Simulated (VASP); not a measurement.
# GaSb (F-43m) in VASP: further runs, part 2 of 2

VASP 6.6.1. The steps go on from the part before.

## Step 3: Relaxation of cell and atoms, PBE, target pressure -1 GPa, at which the enthalpy is minimised

This run uses another cell than the first one, of 30.30 Å³/atom, 1.455 times its volume.

Input file INCAR:

```
SYSTEM = GaSb
PREC     = Accurate       ! precision mode
ENCUT    = 600            ! plane-wave cutoff, eV
EDIFF    = 1E-6           ! SCF threshold, eV
ISMEAR   = 0              ! smearing method
SIGMA    = 0.1            ! smearing width, eV
LREAL    = .FALSE.        ! projectors in reciprocal space
LASPH    = .TRUE.         ! aspherical terms in the spheres
NELM     = 80             ! most SCF steps
ALGO     = Normal         ! electronic algorithm
ISIF     = 3              ! what is computed and relaxed
LWAVE    = .FALSE.        ! write WAVECAR
LCHARG   = .FALSE.        ! write CHGCAR
GGA      = PE             ! functional
IBRION   = 2              ! ionic algorithm
NSW      = 70             ! ionic steps
EDIFFG   = -0.008         ! ionic threshold
PSTRESS  = -10.0
```

Input file KPOINTS:

```
regular mesh
0
G
  12 12 12
  0 0 0
```

Input file POSCAR:

```
GaSb
1.0
    0.0000000000      3.1175431764      3.1175431764
    3.1175431764      0.0000000000      3.1175431764
    3.1175431764      3.1175431764      0.0000000000
Ga Sb
1 1
Direct
    0.0000000000      0.0000000000      0.0000000000
    0.7500000000      0.7500000000      0.7500000000
```

Potentials or basis: VASP PAW PBE potentials, release 64 (Ga_d, Sb).

On the command line:

```bash
$ cat potpaw_PBE.64/Ga_d/POTCAR potpaw_PBE.64/Sb/POTCAR > POTCAR
$ mpirun -np 1 vasp_std > vasp.out
```

OUTCAR:

```text
SYSTEM = GaSb
   PREC = Accurate
   ENCUT = 600
   EDIFF = 1E-6
   ISMEAR = 0
   LREAL = .FALSE.
   LASPH = .TRUE.
   NELM = 80
   ISIF = 3
   GGA = PE
   IBRION = 2
   NSW = 70
   EDIFFG = -0.008
   PSTRESS = -10.0

 ion  position               nearest neighbor table
   1  0.000  0.000  0.000-   2 2.70   2 2.70   2 2.70   2 2.70
   2  0.750  0.750  0.750-   1 2.70   1 2.70   1 2.70   1 2.70

  LATTYP: Found a face centered cubic cell.
 ALAT       =     6.2350863528

  Lattice vectors:

 A1 = (   0.0000000000,   3.1175431764,   3.1175431764)
 A2 = (   3.1175431764,   0.0000000000,   3.1175431764)
 A3 = (   3.1175431764,   3.1175431764,   0.0000000000)

Analysis of symmetry for initial positions (statically):
=====================================================================
 Subroutine PRICEL returns:
 Original cell was already a primitive cell.

 Routine SETGRP: Setting up the symmetry group for a
 face centered cubic supercell.

 Subroutine GETGRP returns: Found 24 space group operations
 (whereof 24 operations were pure point group operations)
 out of a pool of 48 trial point group operations.

The static configuration has the point symmetry T_d .

Analysis of symmetry for dynamics (positions and initial velocities):
=====================================================================
 Subroutine PRICEL returns:
 Original cell was already a primitive cell.

 Routine SETGRP: Setting up the symmetry group for a
 face centered cubic supercell.

 Subroutine GETGRP returns: Found 24 space group operations
 (whereof 24 operations were pure point group operations)
 out of a pool of 48 trial point group operations.

The dynamic configuration has the point symmetry T_d .

 Subroutine INISYM returns: Found 24 space group operations
 (whereof 24 operations are pure point group operations),
 and found     1 'primitive' translations

----------------------------------------------------------------------------------------

                                     Primitive cell

  volume of cell :      60.5993

  direct lattice vectors                    reciprocal lattice vectors
     0.000000000  3.117543176  3.117543176    -0.160382703  0.160382703  0.160382703
     3.117543176  0.000000000  3.117543176     0.160382703 -0.160382703  0.160382703
     3.117543176  3.117543176  0.000000000     0.160382703  0.160382703 -0.160382703

  length of vectors
     4.408871841  4.408871841  4.408871841     0.277790990  0.277790990  0.277790990

  position of ions in fractional coordinates (direct lattice)
     0.000000000  0.000000000  0.000000000
     0.750000000  0.750000000  0.750000000

  ion indices of the primitive-cell ions
   primitive index   ion index
                 1           1
                 2           2

----------------------------------------------------------------------------------------

 KPOINTS: regular mesh

Automatic generation of k-mesh.
 Grid dimensions read from file:
 generate k-points for:   12   12   12
[... 111 lines left out ...]
  free energy    TOTEN  =        -7.37231129 eV

  energy without entropy =       -7.37217255  energy(sigma->0) =       -7.37224192

------------------------ aborting loop because EDIFF is reached ----------------------------------------

  FORCE on cell =-STRESS in cart. coord.  units (eV):
  Direction    XX          YY          ZZ          XY          YZ          ZX
  --------------------------------------------------------------------------------------
  -------------------------------------------------------------------------------------
  Total       -0.1493580     -0.1493580     -0.1493580     -0.0000000      0.0000000      0.0000000
  in kB       -3.9488589     -3.9488589     -3.9488589     -0.0000000      0.0000000      0.0000000
  external PRESSURE =       6.0511411 kB  Pullay stress =     -10.0000000 kB

 VOLUME and BASIS-vectors are now :
 -----------------------------------------------------------------------------
  energy-cutoff  :      600.00
  volume of cell :       60.60
      direct lattice vectors                 reciprocal lattice vectors
     0.000000000  3.117543176  3.117543176    -0.160382703  0.160382703  0.160382703
     3.117543176  0.000000000  3.117543176     0.160382703 -0.160382703  0.160382703
     3.117543176  3.117543176  0.000000000     0.160382703  0.160382703 -0.160382703

 POSITION                                       TOTAL-FORCE (eV/Angst)
 -----------------------------------------------------------------------------------
      0.00000      0.00000      0.00000        -0.000000     -0.000000     -0.000000
      4.67631      4.67631      4.67631         0.000000      0.000000      0.000000
 -----------------------------------------------------------------------------------
    total drift:                               -0.000001     -0.000001     -0.000001

  FREE ENERGIE OF THE ION-ELECTRON SYSTEM (eV)
  ---------------------------------------------------
  free  energy   TOTEN  =        -7.3723112861 eV

  energy  without entropy=       -7.3721725498  energy(sigma->0) =       -7.37224192

  enthalpy is  TOTEN    =        -7.7505420450 eV   P V=       -0.3782307589

--------------------------------------- Ionic step        2  -------------------------------------------

 number of electron      17.9999998 magnetization

 Free energy of the ion-electron system (eV)
  ---------------------------------------------------
  ext. energy  EPLUGINS =         0.00000000
  ---------------------------------------------------
  free energy    TOTEN  =        -7.36762377 eV

  energy without entropy =       -7.36748035  energy(sigma->0) =       -7.36755206

 E-fermi :   4.1997     XC(G=0):  -8.7729

 val. band max:        4.1482836112   @ k =   0.0000   0.0000   0.0000
 cond. band min:       4.4081845301   @ k =   0.5000   0.0000   0.0000
 fundamental gap:      0.2599009189
 Fermi energy:         4.1997233398

 k-point     1 :       0.0000    0.0000    0.0000
  band No.  band energies     occupation
      1     -10.7578      2.00000
      2     -10.7578      2.00000
      3     -10.7578      2.00000
      4     -10.7184      2.00000
      5     -10.7184      2.00000
      6      -6.8419      2.00000
      7       3.6783      2.00000
      8       4.1483      1.53307
      9       4.1483      1.53306
     10       4.1483      1.53306
     11       6.9410      0.00000
     12       6.9410      0.00000
     13       6.9410      0.00000
[... 354 lines left out ...]
  band No.  band energies     occupation
      1     -10.7803      2.00000
      2     -10.7478      2.00000
      3     -10.7471      2.00000
      4     -10.7194      2.00000
      5     -10.7183      2.00000
      6      -5.2264      2.00000
      7      -1.8373      2.00000
      8       1.6371      2.00000
      9       2.8263      2.00000
     10       5.7085      0.00000
     11       7.8807      0.00000
     12       8.6320      0.00000
     13      10.8014      0.00000

 [... further k-points ...]

------------------------ aborting loop because EDIFF is reached ----------------------------------------

  FORCE on cell =-STRESS in cart. coord.  units (eV):
  Direction    XX          YY          ZZ          XY          YZ          ZX
  --------------------------------------------------------------------------------------
  -------------------------------------------------------------------------------------
  Total       -0.3976795     -0.3976795     -0.3976795      0.0000000     -0.0000000     -0.0000000
  in kB      -10.3419702    -10.3419702    -10.3419702      0.0000000     -0.0000000     -0.0000000
  external PRESSURE =      -0.3419702 kB  Pullay stress =     -10.0000000 kB

 VOLUME and BASIS-vectors are now :
 -----------------------------------------------------------------------------
  energy-cutoff  :      600.00
  volume of cell :       61.61
      direct lattice vectors                 reciprocal lattice vectors
    -0.000000000  3.134754244  3.134754244    -0.159502137  0.159502137  0.159502137
     3.134754244  0.000000000  3.134754244     0.159502137 -0.159502137  0.159502137
     3.134754244  3.134754244  0.000000000     0.159502137  0.159502137 -0.159502137

 POSITION                                       TOTAL-FORCE (eV/Angst)
 -----------------------------------------------------------------------------------
      3.13475      6.26951      3.13475        -0.000000      0.000000      0.000000
      4.70213      4.70213      4.70213         0.000000     -0.000000     -0.000000
 -----------------------------------------------------------------------------------
    total drift:                               -0.000001     -0.000001     -0.000001

  FREE ENERGIE OF THE ION-ELECTRON SYSTEM (eV)
  ---------------------------------------------------
  free  energy   TOTEN  =        -7.3676237704 eV

  energy  without entropy=       -7.3674803549  energy(sigma->0) =       -7.36755206

  enthalpy is  TOTEN    =        -7.7521534891 eV   P V=       -0.3845297186

 reached required accuracy - stopping structural energy minimisation
```

Run time: 85 s. Hardware: 1 thread of Intel Xeon 6975P-C (Granite Rapids), shared host; peak memory 0.25 GiB.

What came out:

```yaml
Free_energy: -7.3676 eV
Relaxed_volume: 30.80 Å³/atom
Relaxed_cell: a = 4.433 Å, b = 4.433 Å, c = 4.433 Å, α = 60.00°, β = 60.00°, γ = 60.00°
Space_group_after_relaxing_to_0.05_Å: F-43m (No. 216)
Energy_change_on_relaxing_the_enthalpy_is_what_falls: +2.3 meV/atom
Ionic_steps: 2
Pressure_after_relaxing: -1.0 GPa
Band_gap_on_the_k_mesh: zero (filled and empty bands touch)
```

The path:
```
step  energy change (eV)  largest force (eV/Å)  pressure (GPa)  volume (Å³)
   1              0.0000                0.0000           -0.39        60.60
   2              0.0047                0.0000           -1.03        61.61
```

Final structure:
```
CELL_PARAMETERS angstrom
0.00000 3.13475 3.13475
3.13475 0.00000 3.13475
3.13475 3.13475 0.00000
ATOMIC_POSITIONS crystal
Ga 0.00000 0.00000 0.00000
Sb 0.75000 0.75000 0.75000
```

Levels at points of the mesh, in eV from the Fermi level:
```tsv
k point	band 7	band 8	band 9	band 10	band 11	band 12
(0.00, 0.00, 0.00)	-0.52	-0.05	-0.05	-0.05	2.74	2.74
(0.50, 0.00, 0.00)	-6.08	-1.09	-1.09	0.21	3.69	3.69
(0.50, 0.50, 0.00)	-6.54	-2.38	-2.38	0.92	1.33	8.16
```

Caveat: the cell is relaxed towards a set pressure, so the enthalpy falls and the energy may rise; spin-orbit coupling is left out, which moves the levels of the heavy elements.
